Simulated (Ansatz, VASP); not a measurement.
# Rh: VASP beside Ansatz

File INCAR:

```
SYSTEM = Rh
PREC = Accurate
ENCUT = 520
EDIFF = 1E-7
ISMEAR = -1
SIGMA = 0.05
LREAL = .FALSE.
LASPH = .TRUE.
NELM = 80
ALGO = Fast
ISIF = 2
LWAVE = .FALSE.
LCHARG = .FALSE.
GGA = CA
NBANDS = 14
```

KPOINTS

```
Automatic mesh
0
G
  12 12 12
  0 0 0
```

Contents of POSCAR:

```
Rh
1.0
    0.0000000000      1.8978500000      1.8978500000
    1.8978500000      0.0000000000      1.8978500000
    1.8978500000      1.8978500000      0.0000000000
Rh
1
Direct
    0.0000000000      0.0000000000      0.0000000000
```

Contents of input.yaml:

```yaml
crystal:
  lattice:
    - [0.0, 1.89785, 1.89785]
    - [1.89785, 0.0, 1.89785]
    - [1.89785, 1.89785, 0.0]
  atoms:
    - { symbol: Rh, position: [0.0, 0.0, 0.0] }
hamiltonian:
  xc: lda
  pseudopotentials: { kind: paw }
kpoints:
  mp_grid: { grid: [12, 12, 12] }
  band_path:
    path:
      - [[0.0, 0.0, 0.0], [0.5, 0.0, 0.5], [0.5, 0.25, 0.75], [0.375, 0.375, 0.75], [0.0, 0.0, 0.0], [0.5, 0.5, 0.5], [0.625, 0.25, 0.625], [0.5, 0.25, 0.75], [0.5, 0.5, 0.5], [0.375, 0.375, 0.75]]
      - [[0.625, 0.25, 0.625], [0.5, 0.0, 0.5]]
    npoints: 14
scf:
  occupations: { method: fermi_dirac, width: 0.05 }
  n_extra_bands: 6
output:
  forces: true
  stress: true
  eigenvalues: true
  fatbands: true
```

Alike in both runs: functional LDA; k mesh 12 × 12 × 12; occupations fermi-dirac, width 0.05 eV; no spin polarisation.

```csv
,VASP,Ansatz
version,VASP 6.6.1,Ansatz 0.2.0
potentials or method,"VASP PAW LDA potentials, release 64 (Rh_pv)",Ansatz PAW
plane-wave cutoff (eV),520,420
valence electrons in the cell,15,17
task,single point,band structure
```

|  | VASP | Ansatz | Ansatz less VASP |
| --- | --- | --- | --- |
| gap on the k mesh at the Fermi level (eV) | none | none | - |
| pressure (GPa) | -9.1 | -9.9 | -0.84 |

LDA's correlation is that of Perdew and Zunger in VASP and of Perdew and Wang (1992) in Ansatz. A gap of «none» marks a metal or a gap that the smearing closes. VASP's potentials hold 15 valence electrons a cell and Ansatz's 17, so a difference there can come from the potentials and not from the codes.
